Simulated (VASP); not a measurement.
# Ir (P6_3/mmc) in VASP: further runs

Ir is run at these levels: PBE; tasks: single point.

Program: VASP 6.6.1. These are calculated values, not measurements. Logs are shortened: lines on timing, memory, paths and dates and some standing lists are left out, and cuts for length are marked.

### 1 The cell of the first run

Symmetry: P6_3/mmc, No. 194, hexagonal system. The conventional cell has a = 2.803 Å, b = 2.803 Å, c = 4.334 Å, α = 90.00°, β = 90.00°, γ = 120.00°. Ir (site symmetry -6m2) has 12 Ir at 2.70 to 2.80 Å within 3.6 Å.

### 2 Single point, PBE

Contents of INCAR:

```
SYSTEM = Ir
ALGO     = Fast           ! electronic algorithm
EDIFF    = 1E-6           ! SCF threshold, eV
ENCUT    = 520            ! plane-wave cutoff, eV
GGA      = PE             ! functional
ISIF     = 2              ! what is computed and relaxed
ISMEAR   = 0              ! smearing method
LASPH    = .TRUE.         ! aspherical terms in the spheres
LCHARG   = .FALSE.        ! write CHGCAR
LREAL    = .FALSE.        ! projectors in reciprocal space
LWAVE    = .FALSE.        ! write WAVECAR
NBANDS   = 16             ! bands
NELM     = 60             ! most SCF steps
PREC     = Accurate       ! precision mode
SIGMA    = 0.15           ! smearing width, eV
```

Contents of KPOINTS:

```
k-points
0
G
  18 18 10
  0 0 0
```

Contents of POSCAR:

```
Ir
1.0
    2.8028000000      0.0000000000      0.0000000000
   -1.4014000000      2.4272960017      0.0000000000
    0.0000000000      0.0000000000      4.3342000000
Ir
2
Direct
    0.6666666667      0.3333333333      0.7500000000
    0.3333333333      0.6666666667      0.2500000000
```

Potentials or basis: VASP PAW PBE potentials, release 64 (Ir).

Run with:

```
> cat potpaw_PBE.64/Ir/POTCAR > POTCAR
> mpirun -np 1 vasp_std > vasp.out
```

OUTCAR:

```text
SYSTEM = Ir
   EDIFF = 1E-6
   ENCUT = 520
   GGA = PE
   ISIF = 2
   ISMEAR = 0
   LASPH = .TRUE.
   LREAL = .FALSE.
   NELM = 60
   PREC = Accurate

 ion  position               nearest neighbor table
   1  0.667  0.333  0.750-   2 2.70   2 2.70   2 2.70   2 2.70   2 2.70   2 2.70
   2  0.333  0.667  0.250-   1 2.70   1 2.70   1 2.70   1 2.70   1 2.70   1 2.70

  LATTYP: Found a hexagonal cell.
 ALAT       =     2.8028000000
 C/A-ratio  =     1.5463821892

  Lattice vectors:

 A1 = (   2.8028000000,   0.0000000000,   0.0000000000)
 A2 = (  -1.4014000000,   2.4272960017,   0.0000000000)
 A3 = (   0.0000000000,   0.0000000000,   4.3342000000)

Analysis of symmetry for initial positions (statically):
=====================================================================
 Subroutine PRICEL returns:
 Original cell was already a primitive cell.

 Routine SETGRP: Setting up the symmetry group for a
 hexagonal supercell.

 Subroutine GETGRP returns: Found 24 space group operations
 (whereof 12 operations were pure point group operations)
 out of a pool of 24 trial point group operations.

The static configuration has the point symmetry D_3d.
 The point group associated with its full space group is D_6h.

Analysis of symmetry for dynamics (positions and initial velocities):
=====================================================================
 Subroutine PRICEL returns:
 Original cell was already a primitive cell.

 Routine SETGRP: Setting up the symmetry group for a
 hexagonal supercell.

 Subroutine GETGRP returns: Found 24 space group operations
 (whereof 12 operations were pure point group operations)
 out of a pool of 24 trial point group operations.

The dynamic configuration has the point symmetry D_3d.
 The point group associated with its full space group is D_6h.

 Subroutine INISYM returns: Found 24 space group operations
 (whereof 12 operations are pure point group operations),
 and found     1 'primitive' translations

----------------------------------------------------------------------------------------

                                     Primitive cell

  volume of cell :      29.4865

  direct lattice vectors                    reciprocal lattice vectors
     2.802800000  0.000000000  0.000000000     0.356786071  0.205990534  0.000000000
    -1.401400000  2.427296002  0.000000000     0.000000000  0.411981068  0.000000000
     0.000000000  0.000000000  4.334200000     0.000000000  0.000000000  0.230723086

  length of vectors
     2.802800000  2.802800000  4.334200000     0.411981068  0.411981068  0.230723086

  position of ions in fractional coordinates (direct lattice)
     0.666666667  0.333333333  0.750000000
     0.333333333  0.666666667  0.250000000

  ion indices of the primitive-cell ions
   primitive index   ion index
                 1           1
                 2           2

----------------------------------------------------------------------------------------

 KPOINTS: k-points

Automatic generation of k-mesh.
 Grid dimensions read from file:
 generate k-points for:   18   18   10

 Generating k-lattice:

  Cartesian coordinates                     Fractional coordinates (reciprocal lattice)
     0.019821448  0.011443919  0.000000000     0.055555556  0.000000000  0.000000000
     0.000000000  0.022887837  0.000000000     0.000000000  0.055555556  0.000000000
     0.000000000  0.000000000  0.023072309     0.000000000  0.000000000  0.100000000

  Length of vectors
     0.022887837  0.022887837  0.023072309

  Shift w.r.t. Gamma in fractional coordinates (k-lattice)
     0.000000000  0.000000000  0.000000000

 Subroutine IBZKPT returns following result:
 ===========================================

 Found    222 irreducible k-points:

 Following reciprocal coordinates:
            Coordinates               Weight
  0.000000  0.000000  0.000000      1.000000
  0.055556  0.000000  0.000000      6.000000
  0.111111  0.000000  0.000000      6.000000
  0.166667 -0.000000  0.000000      6.000000
  0.222222  0.000000  0.000000      6.000000
  0.277778  0.000000  0.000000      6.000000
[... 16 lines left out ...]
  0.333333  0.111111  0.000000     12.000000
  0.388889  0.111111  0.000000     12.000000
 [... further k-points ...]
   k-points           NKPTS =    222   k-points in BZ     NKDIM =    222   number of bands    NBANDS=     16
   number of dos      NEDOS =    301   number of ions     NIONS =      2
   total plane-waves  NPLWV =  18432
   dimension x,y,z NGX =    24 NGY =   24 NGZ =   32
   dimension x,y,z NGXF=    48 NGYF=   48 NGZF=   64
   ions per type =               2
   NGX,Y,Z   is equivalent  to a cutoff of  14.24, 14.24, 12.27 a.u.
   NGXF,Y,Z  is equivalent  to a cutoff of  28.47, 28.47, 24.55 a.u.
 SYSTEM =  Ir
   PREC   = accura    normal or accurate (medium, high low for compatibility)
   ISTART =      0    job   : 0-new  1-cont  2-samecut
   ICHARG =      2    charge: 1-file 2-atom 10-const
   ISPIN  =      1    spin polarized calculation?
   LNONCOLLINEAR =      F non collinear calculations
   LSORBIT =      F    spin-orbit coupling
   LASPH  =      T    aspherical Exc in radial PAW
   ENCUT  =  520.0 eV  38.22 Ry    6.18 a.u.   5.21  5.21  8.06*2*pi/ulx,y,z
   NELM   =     60;   NELMIN=  2; NELMDL= -5     # of ELM steps
   EDIFF  = 0.1E-05   stopping-criterion for ELM
   LREAL  =      F    real-space projection
   EDIFFG = 0.1E-04   stopping-criterion for IOM
   NSW    =      0    number of steps for IOM
   IBRION =     -1    ionic relax: 0-MD 1-quasi-New 2-CG
   NFREE  =      0    steps in history (QN), initial steepest desc. (CG)
   ISIF   =      2    stress and relaxation
   ISYM   =      2    0-nonsym 1-usesym 2-fastsym
   POTIM  = 0.5000    time-step for ionic-motion
   TEBEG  =    0.0;   TEEND  =   0.0 temperature during run
   PSTRESS=    0.0 pullay stress
   NELECT =      18.0000    total number of electrons
   NUPDOWN=      -1.0000    fix difference up-down
   EMIN   =  10.00;   EMAX   =-10.00  energy-range for DOS
   EFERMI =   0.00;   METHOD = LEGACY
   ISMEAR =     0;   SIGMA  =   0.15  broadening in eV -4-tet -1-fermi 0-gaus
   EFERMI_NEDOS =   21; number of points for ismear=-14 and -15
   IALGO  =     68    algorithm
   IMIX   =      4    mixing-type and parameters
     AMIX     =   0.40;   BMIX     =  1.00
     AMIX_MAG =   1.60;   BMIX_MAG =  1.00
  volume/ion in A,a.u.               =      14.74        99.49
  Fermi-wavevector in a.u.,A,eV,Ry     =   1.388751  2.624359 26.240597  1.928629
  Thomas-Fermi vector in A             =   2.512847
   LORBIT       =      0    0 simple, 1 ext, 2 COOP (PROOUT), +10 PAW based schemes
   GGA     = PE    functional components
   LHFCALC =     F    Hartree Fock is set to
   AEXX    =    0.0000 exact exchange contribution
   IVDW    =     0    specifies the selected vdW correction
   LEPSILON=     F    determine dielectric tensor
   LRPA    =     F    only Hartree local field effects (RPA)
 non-spin polarized calculation
 RMM-DIIS sequential band-by-band and
 Gauss-broadening in eV      SIGMA  =   0.15
  energy-cutoff  :      520.00
  volume of cell :       29.49
 maximum number of plane-waves:       806
 NGX is ok and might be reduce to    24
   NGX = 11   NGY = 11   NGZ = 17

 number of electron      18.0000000 magnetization

 Free energy of the ion-electron system (eV)
  ---------------------------------------------------
  ext. energy  EPLUGINS =         0.00000000
  ---------------------------------------------------
  free energy    TOTEN  =       -17.51638591 eV

  energy without entropy =      -17.48469725  energy(sigma->0) =      -17.50054158

 E-fermi :   9.8656     XC(G=0): -13.7394

 val. band max:        9.8646478670   @ k =   0.2778   0.0556   0.4000
 cond. band min:       9.8662602262   @ k =   0.5000  -0.0000   0.4000
 fundamental gap:      0.0016123592
 Fermi energy:         9.8655911563

 k-point     1 :       0.0000    0.0000    0.0000
  band No.  band energies     occupation
      1      -0.9757      2.00000
      2       2.1468      2.00000
      3       6.1746      2.00000
      4       6.1746      2.00000
      5       6.5582      2.00000
      6       6.9001      2.00000
[... 8 lines left out ...]
     15      26.9186      0.00000
     16      27.4285      0.00000

 k-point     2 :       0.0556    0.0000    0.0000
  band No.  band energies     occupation
      1      -0.8641      2.00000
      2       2.2402      2.00000
      3       5.9641      2.00000
      4       6.2658      2.00000
      5       6.7437      2.00000
      6       6.8472      2.00000
[... 8 lines left out ...]
     15      27.0437      0.00000
     16      27.5728      0.00000

 k-point     3 :       0.1111    0.0000    0.0000
  band No.  band energies     occupation
      1      -0.5371      2.00000
      2       2.5018      2.00000
      3       5.6142      2.00000
      4       6.5355      2.00000
      5       6.6836      2.00000
      6       6.7108      2.00000
[... 8 lines left out ...]
     15      27.3637      0.00000
     16      27.5727      0.00000

 k-point     4 :       0.1667   -0.0000    0.0000
  band No.  band energies     occupation
      1      -0.0204      2.00000
      2       2.8640      2.00000
      3       5.2770      2.00000
      4       6.0312      2.00000
      5       6.4916      2.00000
      6       6.6766      2.00000
[... 8 lines left out ...]
     15      26.9508      0.00000
     16      27.1714      0.00000
[... 324 lines left out ...]
 k-point    22 :       0.2778    0.1111    0.0000
  band No.  band energies     occupation
      1       2.2802      2.00000
      2       3.3960      2.00000
      3       4.0000      2.00000
      4       5.0127      2.00000
      5       5.7457      2.00000
      6       6.6487      2.00000
[... 8 lines left out ...]
     15      21.2264      0.00000
     16      24.9040      0.00000

 k-point    23 :       0.3333    0.1111    0.0000
  band No.  band energies     occupation
      1       2.7262      2.00000
      2       3.2029      2.00000
      3       3.6304      2.00000
      4       5.4116      2.00000
      5       5.6386      2.00000
      6       6.7515      2.00000
[... 8 lines left out ...]
     15      20.0663      0.00000
     16      24.3988      0.00000

 k-point    24 :       0.3889    0.1111    0.0000
  band No.  band energies     occupation
      1       2.9427      2.00000
      2       3.0645      2.00000
      3       3.4039      2.00000
      4       5.5793      2.00000
      5       5.8128      2.00000
      6       6.6327      2.00000
[... 8 lines left out ...]
     15      20.5101      0.00000
     16      22.7553      0.00000

 [... further k-points ...]
[... 5 lines left out ...]
  --------------------------------------------------------------------------------------
  -------------------------------------------------------------------------------------
  Total       -1.4046999     -1.4046999      1.4703524      0.0000000      0.0000000      0.0000000
  in kB      -76.3256213    -76.3256213     79.8929039      0.0000000      0.0000000      0.0000000
  external PRESSURE =     -24.2527796 kB  Pullay stress =       0.0000000 kB

 VOLUME and BASIS-vectors are now :
 -----------------------------------------------------------------------------
  energy-cutoff  :      520.00
  volume of cell :       29.49
      direct lattice vectors                 reciprocal lattice vectors
     2.802800000  0.000000000  0.000000000     0.356786071  0.205990534  0.000000000
    -1.401400000  2.427296002  0.000000000     0.000000000  0.411981068  0.000000000
     0.000000000  0.000000000  4.334200000     0.000000000  0.000000000  0.230723086

 POSITION                                       TOTAL-FORCE (eV/Angst)
 -----------------------------------------------------------------------------------
      1.40140      0.80910      3.25065         0.000000     -0.000000      0.000000
     -0.00000      1.61820      1.08355        -0.000000      0.000000      0.000000
 -----------------------------------------------------------------------------------
    total drift:                               -0.000000      0.000000     -0.000000

  FREE ENERGIE OF THE ION-ELECTRON SYSTEM (eV)
  ---------------------------------------------------
  free  energy   TOTEN  =       -17.5163859145 eV

  energy  without entropy=      -17.4846972505  energy(sigma->0) =      -17.50054158
```

Run time: 47 s. Hardware: 1 thread of Intel Xeon 6975P-C (Granite Rapids), shared host; peak memory 0.22 GiB.

What came out:

- Free energy: -17.5164 eV
- Pressure: -2.4 GPa
- Band gap on the k mesh: zero (band 9 reaches 10.68 eV, above the bottom of band 10 at 7.62 eV)

Stress tensor (GPa, compression positive):
```
-7.63  0.00  0.00
 0.00 -7.63  0.00
 0.00  0.00  7.99
```

Caveat: spin-orbit coupling is left out, which moves the levels of the heavy elements.

(Part 1 of 3 ends here.)
